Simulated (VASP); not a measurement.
# CdSe (I-4m2) in VASP: further runs

Aim: see how the results for CdSe move with the level of theory and the settings. Levels: PBE, r2SCAN. Tasks: single point.

Program: VASP 6.6.1. These are calculated values, not measurements. Logs are shortened: lines on timing, memory, paths and dates and some standing lists are left out, and cuts for length are marked.

## Step 1: The cell of the first run

It takes space group I-4m2 (No. 119, tetragonal). The conventional cell has a = 4.338 Å, b = 4.338 Å, c = 5.881 Å, α = 90.00°, β = 90.00°, γ = 90.00°. Cd (site symmetry -4m2) has 4 Se at 2.62 Å within 3.5 Å. Within 3.5 Å of Se (site symmetry -4m2) lie 4 Cd at 2.62 Å.

## Step 2: Single point, PBE (uniaxial z strain -4.2%)

The input, INCAR:

```
SYSTEM = CdSe
PREC = Accurate ; ENCUT = 520
EDIFF = 1E-6 ; ISMEAR = -1
SIGMA = 0.02 ; LREAL = .FALSE.
LASPH = .TRUE. ; NELM = 60
ALGO = Normal ; ISIF = 2
LWAVE = .FALSE. ; LCHARG = .FALSE.
GGA = PE ; NBANDS = 16
```

The input, KPOINTS:

```
Automatic mesh
0
G
  8 8 8
  0 0 0
```

The input, POSCAR:

```
CdSe
1.0
    0.0000000000      3.0677809647      2.9404680547
    3.0677809647      0.0000000000      2.9404680547
    3.0677809647      3.0677809647      0.0000000000
Cd Se
1 1
Direct
    0.0000000000      0.0000000000      0.0000000000
    0.2500000000      0.2500000000      0.2500000000
```

Potentials or basis: VASP PAW PBE potentials, release 64 (Cd, Se).

On the command line:

```sh
> cat potpaw_PBE.64/Cd/POTCAR potpaw_PBE.64/Se/POTCAR > POTCAR
> mpirun -np 1 vasp_std > vasp.out
```

OUTCAR:

```text
SYSTEM = CdSe
   PREC = Accurate
   ENCUT = 520
   EDIFF = 1E-6
   ISMEAR = -1
   LREAL = .FALSE.
   LASPH = .TRUE.
   NELM = 60
   ISIF = 2
   GGA = PE

 ion  position               nearest neighbor table
   1  0.000  0.000  0.000-   2 2.62   2 2.62   2 2.62   2 2.62
   2  0.250  0.250  0.250-   1 2.62   1 2.62   1 2.62   1 2.62

  LATTYP: Found a body centered tetragonal cell.
 ALAT       =     4.3384974467
 C/A-ratio  =     1.3555236996

  Lattice vectors:

 A1 = (   0.0000000000,  -3.0677809647,  -2.9404680547)
 A2 = (   0.0000000000,   3.0677809647,  -2.9404680547)
 A3 = (   3.0677809647,   0.0000000000,   2.9404680547)

Analysis of symmetry for initial positions (statically):
=====================================================================
 Subroutine PRICEL returns:
 Original cell was already a primitive cell.

 Routine SETGRP: Setting up the symmetry group for a
 body centered tetragonal supercell.

 Subroutine GETGRP returns: Found  8 space group operations
 (whereof  8 operations were pure point group operations)
 out of a pool of 16 trial point group operations.

The static configuration has the point symmetry D_2d.

Analysis of symmetry for dynamics (positions and initial velocities):
=====================================================================
 Subroutine PRICEL returns:
 Original cell was already a primitive cell.

 Routine SETGRP: Setting up the symmetry group for a
 body centered tetragonal supercell.

 Subroutine GETGRP returns: Found  8 space group operations
 (whereof  8 operations were pure point group operations)
 out of a pool of 16 trial point group operations.

The dynamic configuration has the point symmetry D_2d.

 Subroutine INISYM returns: Found  8 space group operations
 (whereof  8 operations are pure point group operations),
 and found     1 'primitive' translations

----------------------------------------------------------------------------------------

                                     Primitive cell

  volume of cell :      55.3471

  direct lattice vectors                    reciprocal lattice vectors
     0.000000000  3.067780965  2.940468055    -0.162984257  0.162984257  0.170040956
     3.067780965  0.000000000  2.940468055     0.162984257 -0.162984257  0.170040956
     3.067780965  3.067780965  0.000000000     0.162984257  0.162984257 -0.170040956

  length of vectors
     4.249427306  4.249427306  4.338497447     0.286429158  0.286429158  0.286429158

  position of ions in fractional coordinates (direct lattice)
     0.000000000  0.000000000  0.000000000
     0.250000000  0.250000000  0.250000000

  ion indices of the primitive-cell ions
   primitive index   ion index
                 1           1
                 2           2

----------------------------------------------------------------------------------------

 KPOINTS: Automatic mesh

Automatic generation of k-mesh.
 Grid dimensions read from file:
 generate k-points for:    8    8    8

 Generating k-lattice:

  Cartesian coordinates                     Fractional coordinates (reciprocal lattice)
    -0.020373032  0.020373032  0.021255120     0.125000000  0.000000000  0.000000000
     0.020373032 -0.020373032  0.021255120     0.000000000  0.125000000  0.000000000
     0.020373032  0.020373032 -0.021255120     0.000000000  0.000000000  0.125000000

  Length of vectors
     0.035803645  0.035803645  0.035803645

  Shift w.r.t. Gamma in fractional coordinates (k-lattice)
     0.000000000  0.000000000  0.000000000

 Subroutine IBZKPT returns following result:
 ===========================================

 Found     59 irreducible k-points:

 Following reciprocal coordinates:
            Coordinates               Weight
  0.000000  0.000000  0.000000      1.000000
  0.125000 -0.000000  0.000000      8.000000
  0.250000 -0.000000  0.000000      8.000000
  0.375000 -0.000000  0.000000      8.000000
  0.500000 -0.000000  0.000000      4.000000
  0.125000  0.125000  0.000000      2.000000
[... 16 lines left out ...]
  0.250000 -0.000000  0.125000     16.000000
  0.375000 -0.000000  0.125000     16.000000
 [... further k-points ...]
   k-points           NKPTS =     59   k-points in BZ     NKDIM =     59   number of bands    NBANDS=     16
   number of dos      NEDOS =    301   number of ions     NIONS =      2
   total plane-waves  NPLWV =  32768
   dimension x,y,z NGX =    32 NGY =   32 NGZ =   32
   dimension x,y,z NGXF=    64 NGYF=   64 NGZF=   64
   ions per type =               1   1
   NGX,Y,Z   is equivalent  to a cutoff of  12.52, 12.52, 12.26 a.u.
   NGXF,Y,Z  is equivalent  to a cutoff of  25.04, 25.04, 24.52 a.u.
 SYSTEM =  CdSe
   PREC   = accura    normal or accurate (medium, high low for compatibility)
   ISTART =      0    job   : 0-new  1-cont  2-samecut
   ICHARG =      2    charge: 1-file 2-atom 10-const
   ISPIN  =      1    spin polarized calculation?
   LNONCOLLINEAR =      F non collinear calculations
   LSORBIT =      F    spin-orbit coupling
   LASPH  =      T    aspherical Exc in radial PAW
   ENCUT  =  520.0 eV  38.22 Ry    6.18 a.u.   7.90  7.90  8.07*2*pi/ulx,y,z
   NELM   =     60;   NELMIN=  2; NELMDL= -5     # of ELM steps
   EDIFF  = 0.1E-05   stopping-criterion for ELM
   LREAL  =      F    real-space projection
   EDIFFG = 0.1E-04   stopping-criterion for IOM
   NSW    =      0    number of steps for IOM
   IBRION =     -1    ionic relax: 0-MD 1-quasi-New 2-CG
   NFREE  =      0    steps in history (QN), initial steepest desc. (CG)
   ISIF   =      2    stress and relaxation
   ISYM   =      2    0-nonsym 1-usesym 2-fastsym
   POTIM  = 0.5000    time-step for ionic-motion
   TEBEG  =    0.0;   TEEND  =   0.0 temperature during run
   PSTRESS=    0.0 pullay stress
   NELECT =      18.0000    total number of electrons
   NUPDOWN=      -1.0000    fix difference up-down
   EMIN   =  10.00;   EMAX   =-10.00  energy-range for DOS
   EFERMI =   0.00;   METHOD = LEGACY
   ISMEAR =    -1;   SIGMA  =   0.02  broadening in eV -4-tet -1-fermi 0-gaus
   EFERMI_NEDOS =   21; number of points for ismear=-14 and -15
   IALGO  =     38    algorithm
   IMIX   =      4    mixing-type and parameters
     AMIX     =   0.40;   BMIX     =  1.00
     AMIX_MAG =   1.60;   BMIX_MAG =  1.00
  volume/ion in A,a.u.               =      27.67       186.75
  Fermi-wavevector in a.u.,A,eV,Ry     =   1.125816  2.127483 17.244852  1.267461
  Thomas-Fermi vector in A             =   2.262495
   LORBIT       =      0    0 simple, 1 ext, 2 COOP (PROOUT), +10 PAW based schemes
   GGA     = PE    functional components
   LHFCALC =     F    Hartree Fock is set to
   AEXX    =    0.0000 exact exchange contribution
   IVDW    =     0    specifies the selected vdW correction
   LEPSILON=     F    determine dielectric tensor
   LRPA    =     F    only Hartree local field effects (RPA)
 non-spin polarized calculation
  energy-cutoff  :      520.00
  volume of cell :       55.35
 maximum number of plane-waves:      1523
   NGX = 15   NGY = 15   NGZ = 17

 number of electron      18.0000001 magnetization

 Free energy of the ion-electron system (eV)
  ---------------------------------------------------
  ext. energy  EPLUGINS =         0.00000000
  ---------------------------------------------------
  free energy    TOTEN  =        -5.44345887 eV

  energy without entropy =       -5.44345887  energy(sigma->0) =       -5.44345887

 E-fermi :   1.4309     XC(G=0):  -8.9622

 val. band max:        1.1523625605   @ k =   0.0000   0.0000   0.0000
 cond. band min:       1.7094915719   @ k =   0.0000   0.0000   0.0000
 fundamental gap:      0.5571290114
 Fermi energy:         1.4308753093

 k-point     1 :       0.0000    0.0000    0.0000
  band No.  band energies     occupation
      1     -11.6109      2.00000
      2      -6.9234      2.00000
      3      -6.9234      2.00000
      4      -6.9052      2.00000
      5      -6.5334      2.00000
      6      -6.5206      2.00000
[... 8 lines left out ...]
     15      11.8931      0.00000
     16      12.4533      0.00000

 k-point     2 :       0.1250   -0.0000    0.0000
  band No.  band energies     occupation
      1     -11.5550      2.00000
      2      -6.9057      2.00000
      3      -6.8959      2.00000
      4      -6.8664      2.00000
      5      -6.5331      2.00000
      6      -6.5227      2.00000
[... 8 lines left out ...]
     15      11.4434      0.00000
     16      11.7826      0.00000

 k-point     3 :       0.2500   -0.0000    0.0000
  band No.  band energies     occupation
      1     -11.4184      2.00000
      2      -6.8679      2.00000
      3      -6.8534      2.00000
      4      -6.7029      2.00000
      5      -6.5259      2.00000
      6      -6.5224      2.00000
[... 8 lines left out ...]
     15      11.1036      0.00000
     16      11.5016      0.00000

 k-point     4 :       0.3750   -0.0000    0.0000
  band No.  band energies     occupation
      1     -11.2800      2.00000
      2      -6.8392      2.00000
      3      -6.8200      2.00000
      4      -6.5187      2.00000
      5      -6.5072      2.00000
      6      -6.4107      2.00000
[... 8 lines left out ...]
     15      12.0758      0.00000
     16      12.1395      0.00000

 k-point     5 :       0.5000   -0.0000    0.0000
  band No.  band energies     occupation
      1     -11.2225      2.00000
      2      -6.8304      2.00000
      3      -6.8090      2.00000
      4      -6.5099      2.00000
      5      -6.4955      2.00000
      6      -6.2206      2.00000
[... 8 lines left out ...]
     15      13.1152      0.00000
     16      13.4297      0.00000

 k-point     6 :       0.1250    0.1250    0.0000
  band No.  band energies     occupation
      1     -11.5334      2.00000
      2      -6.8882      2.00000
      3      -6.8882      2.00000
      4      -6.8650      2.00000
      5      -6.5308      2.00000
      6      -6.5229      2.00000
[... 8 lines left out ...]
     15      12.0422      0.00000
     16      12.3042      0.00000

 k-point     7 :       0.2500    0.1250    0.0000
  band No.  band energies     occupation
      1     -11.4220      2.00000
      2      -6.8552      2.00000
      3      -6.8470      2.00000
      4      -6.7553      2.00000
      5      -6.5293      2.00000
      6      -6.5115      2.00000
[... 8 lines left out ...]
     15      11.9759      0.00000
     16      12.5740      0.00000

 k-point     8 :       0.3750    0.1250    0.0000
  band No.  band energies     occupation
      1     -11.2849      2.00000
      2      -6.8202      2.00000
      3      -6.8132      2.00000
      4      -6.5953      2.00000
      5      -6.4968      2.00000
      6      -6.4277      2.00000
[... 8 lines left out ...]
     15      12.2976      0.00000
     16      12.7200      0.00000

 k-point     9 :       0.5000    0.1250    0.0000
  band No.  band energies     occupation
      1     -11.2031      2.00000
      2      -6.8026      2.00000
      3      -6.8004      2.00000
      4      -6.5418      2.00000
      5      -6.4936      2.00000
      6      -6.2027      2.00000
[... 8 lines left out ...]
     15      12.7612      0.00000
     16      13.4371      0.00000
[... 172 lines left out ...]
 k-point    19 :       0.5000    0.3750    0.0000
  band No.  band energies     occupation
      1     -11.1077      2.00000
      2      -6.7354      2.00000
      3      -6.6700      2.00000
      4      -6.6502      2.00000
      5      -6.4715      2.00000
      6      -6.1253      2.00000
[... 8 lines left out ...]
     15      13.6007      0.00000
     16      14.3577      0.00000

 k-point    20 :      -0.3750    0.3750    0.0000
  band No.  band energies     occupation
      1     -11.1040      2.00000
      2      -6.7489      2.00000
      3      -6.6909      2.00000
      4      -6.6087      2.00000
      5      -6.4922      2.00000
      6      -6.0389      2.00000
[... 8 lines left out ...]
     15      12.5349      0.00000
     16      15.2544      0.00000

 k-point    21 :       0.5000    0.5000    0.0000
  band No.  band energies     occupation
      1     -11.0875      2.00000
      2      -6.7365      2.00000
      3      -6.6453      2.00000
      4      -6.6453      2.00000
      5      -6.4615      2.00000
      6      -6.1070      2.00000
[... 8 lines left out ...]
     15      13.3939      0.00000
     16      14.3993      0.00000

 k-point    22 :       0.1250    0.0000    0.1250
  band No.  band energies     occupation
      1     -11.5380      2.00000
      2      -6.8890      2.00000
      3      -6.8813      2.00000
      4      -6.8694      2.00000
      5      -6.5431      2.00000
      6      -6.5152      2.00000
[... 8 lines left out ...]
     15      12.0543      0.00000
     16      12.4221      0.00000

 k-point    23 :       0.2500   -0.0000    0.1250
  band No.  band energies     occupation
      1     -11.4295      2.00000
      2      -6.8608      2.00000
      3      -6.8347      2.00000
      4      -6.7562      2.00000
      5      -6.5456      2.00000
      6      -6.5079      2.00000
[... 8 lines left out ...]
     15      12.0627      0.00000
     16      12.7641      0.00000

 k-point    24 :       0.3750   -0.0000    0.1250
  band No.  band energies     occupation
      1     -11.2918      2.00000
      2      -6.8319      2.00000
      3      -6.7978      2.00000
      4      -6.5740      2.00000
      5      -6.5061      2.00000
      6      -6.4546      2.00000
[... 8 lines left out ...]
     15      12.1266      0.00000
     16      12.7379      0.00000

 [... further k-points ...]
[... 5 lines left out ...]
  --------------------------------------------------------------------------------------
  -------------------------------------------------------------------------------------
  Total        1.3627957      1.3627957      1.5355234      0.0000000     -0.0000000     -0.0000000
  in kB       39.4499257     39.4499257     44.4500099      0.0000000     -0.0000000     -0.0000000
  external PRESSURE =      41.1166204 kB  Pullay stress =       0.0000000 kB

 VOLUME and BASIS-vectors are now :
 -----------------------------------------------------------------------------
  energy-cutoff  :      520.00
  volume of cell :       55.35
      direct lattice vectors                 reciprocal lattice vectors
     0.000000000  3.067780965  2.940468055    -0.162984257  0.162984257  0.170040956
     3.067780965  0.000000000  2.940468055     0.162984257 -0.162984257  0.170040956
     3.067780965  3.067780965  0.000000000     0.162984257  0.162984257 -0.170040956

 POSITION                                       TOTAL-FORCE (eV/Angst)
 -----------------------------------------------------------------------------------
      0.00000      0.00000      0.00000        -0.000000     -0.000000      0.000000
      1.53389      1.53389      1.47023         0.000000      0.000000     -0.000000
 -----------------------------------------------------------------------------------
    total drift:                               -0.000000     -0.000000     -0.000000

  FREE ENERGIE OF THE ION-ELECTRON SYSTEM (eV)
  ---------------------------------------------------
  free  energy   TOTEN  =        -5.4434588719 eV

  energy  without entropy=       -5.4434588698  energy(sigma->0) =       -5.44345887
```

It took 16 s on 1 thread of Intel Xeon Platinum 8559C (Emerald Rapids), shared host; peak memory 0.21 GiB.

Results:

- Free energy: -5.4435 eV
- Pressure: 4.1 GPa
- Band gap on the k mesh: 0.56 eV, direct

Levels at points of the mesh, in eV from the valence-band top:
| k point | band 6 | band 7 | band 8 | band 9 | band 10 | band 11 | band 12 | band 13 |
| --- | --- | --- | --- | --- | --- | --- | --- | --- |
| (0.00, 0.00, 0.00) | -7.67 | -0.12 | -0.12 | 0.00 | 0.56 | 5.86 | 5.87 | 5.87 |
| (0.50, 0.00, 0.00) | -7.37 | -4.56 | -0.94 | -0.76 | 2.32 | 6.22 | 6.54 | 7.40 |
| (0.50, 0.50, 0.00) | -7.26 | -4.07 | -2.10 | -2.10 | 2.94 | 3.45 | 9.38 | 10.19 |
| (0.50, 0.00, 0.50) | -7.33 | -4.31 | -1.96 | -1.89 | 3.08 | 3.82 | 8.97 | 9.99 |

Caveat: the cell differs from its parent crystal (uniaxial z strain -4.2%).

## Step 3: Single point, r2SCAN (uniaxial z strain -4.2%)

POSCAR is that of step 2.

The input, INCAR.step1:

```
PREC = Accurate ; ENCUT = 520
ISMEAR = 0 ; SIGMA = 0.01
LREAL = False ; LASPH = True
NELM = 80 ; NBANDS = 16
GGA = PE ; ALGO = Normal
EDIFF = 1E-4 ; LWAVE = True
LCHARG = False
```

The input, INCAR.step2:

```
PREC = Accurate ; ENCUT = 520
EDIFF = 1E-6 ; ISMEAR = 0
SIGMA = 0.01 ; LREAL = False
LASPH = True ; NELM = 80
ALGO = Normal ; ISIF = 2
LWAVE = False ; LCHARG = False
METAGGA = R2SCAN ; LMIXTAU = True
NBANDS = 16 ; ISTART = 1
```

The input, KPOINTS:

```
regular mesh
0
Gamma
  8 8 8
```

Potentials or basis: VASP PAW PBE potentials, release 64 (Cd, Se).

On the command line:

```sh
> cat potpaw_PBE.64/Cd/POTCAR potpaw_PBE.64/Se/POTCAR > POTCAR
> cp INCAR.step1 INCAR
> mpirun -np 1 vasp_std > vasp.out
> cp INCAR.step2 INCAR
> mpirun -np 1 vasp_std > vasp.out
```

It took 64 s on 1 thread of Intel Xeon Platinum 8559C (Emerald Rapids), shared host; peak memory 0.21 GiB.

The run converged. Its results:

```
Free energy            : -35.8925 eV
Pressure               : 2.6 GPa
Band gap on the k mesh : 1.04 eV, direct
```

Stress tensor (GPa, compression positive):
```
2.41 0.00 0.00
0.00 2.41 0.00
0.00 0.00 2.95
```

Levels at points of the mesh, in eV from the valence-band top:
| k point | band 7 | band 8 | band 9 | band 10 | band 11 | band 12 |
| --- | --- | --- | --- | --- | --- | --- |
| (0.00, 0.00, 0.00) | -0.13 | -0.13 | 0.00 | 1.04 | 6.40 | 6.41 |
| (0.50, 0.00, 0.00) | -4.60 | -0.96 | -0.77 | 2.79 | 6.69 | 7.03 |
| (0.50, 0.50, 0.00) | -4.08 | -2.14 | -2.14 | 3.25 | 3.84 | 9.98 |
| (0.50, 0.00, 0.50) | -4.32 | -1.99 | -1.92 | 3.40 | 4.22 | 9.55 |

Caveat: the cell differs from its parent crystal (uniaxial z strain -4.2%); the PAW data sets were made with another functional, which shifts forces and pressure a little.
